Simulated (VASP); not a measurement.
Wanted: the native input for a VASP 6.6.1 run.

```
Task                   : single point
Functional             : PBEsol
Potentials or basis    : VASP PAW PBE potentials, release 64 (Ge_d)
Cutoff                 : 520 eV
k mesh                 : 18 × 18 × 18
Occupations            : fermi-dirac, width 0.1 eV
Spin                   : no spin polarisation
Dipole correction      : no
Further INCAR settings : ALGO = Normal; EDIFF = 1e-07; NBANDS = 21
```

The structure of Ge lies in POSCAR:

```
Ge
1.0
   -2.4542993087      2.4542993087      1.3429354548
    2.4542993087     -2.4542993087      1.3429354548
    2.4542993087      2.4542993087     -1.3429354548
Ge
2
Direct
    0.2500000000      0.7500000000      0.5000000000
    0.5000000000      0.5000000000      0.0000000000
```

The input as run:

INCAR

```
SYSTEM = Ge
PREC = Accurate
ENCUT = 520
EDIFF = 1E-7
ISMEAR = -1
SIGMA = 0.1
LREAL = .FALSE.
LASPH = .TRUE.
NELM = 100
ALGO = Normal
ISIF = 2
LWAVE = .FALSE.
LCHARG = .TRUE.
GGA = PS
LELF = .TRUE.
LVHAR = .TRUE.
NBANDS = 21
```

KPOINTS

```
Automatic mesh
0
G
  18 18 18
  0 0 0
```

Potentials or basis: VASP PAW PBE potentials, release 64 (Ge_d).

Run with:

```sh
$ cat potpaw_PBE.64/Ge_d/POTCAR > POTCAR
$ mpirun -np 1 vasp_std > vasp.out
```

Results of the run:

The pressure is 13.3 GPa and the band gap on the k mesh is zero (band 14 reaches 10.39 eV, above the bottom of band 15 at 4.06 eV).

Caveat: the PAW data sets were made with another functional, which shifts forces and pressure a little.

Wall time 3 min on 1 thread of Intel(R) Xeon(R) Platinum 8375C CPU @ 2.90GHz (Ice Lake), on a shared host, peak memory 0.36 GiB.
